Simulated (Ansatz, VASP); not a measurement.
## BAs: VASP beside Ansatz

```
B As
1.0
     3.23517    0.00000    0.00000
     0.00000    3.27595    0.00000
     0.00000    0.00000    8.24520
B As
3 3
Direct
  0.50000 0.50000 0.17527
  0.50000 0.50000 0.82473
  0.00000 0.00000 0.50000
  0.50000 0.00000 0.32447
  0.00000 0.50000 0.00000
  0.50000 0.00000 0.67553
```

Alike in both runs: functional PBE; k mesh 6 × 6 × 2; occupations gaussian, width 0.1 eV; no spin polarisation.

Ansatz relaxed the structure, and its values are those at the end. VASP's run is a single point on that final structure, the one shown.

|  | VASP | Ansatz |
| --- | --- | --- |
| version | VASP 6.6.1 | Ansatz 0.2.0 |
| potentials or method | VASP PAW PBE potentials, release 64 (B, As), cutoff 520 eV | scalar-relativistic, plane waves, PAW |
| valence electrons in the cell | 24 | 54 |

```tsv
	VASP	Ansatz	Ansatz less VASP
gap on the k mesh at the Fermi level (eV)	none	none	-
pressure (GPa)	0.5	0.1	-0.47
rms of the force components (eV/Å)	0.009	0.006	-0.0031
```

A gap of «none» marks a metal or a gap that the smearing closes. VASP's potentials hold 24 valence electrons a cell and Ansatz's 54, so a difference there can come from the potentials and not from the codes.

The k mesh is coarse, so the values compare programs but aren't converged.
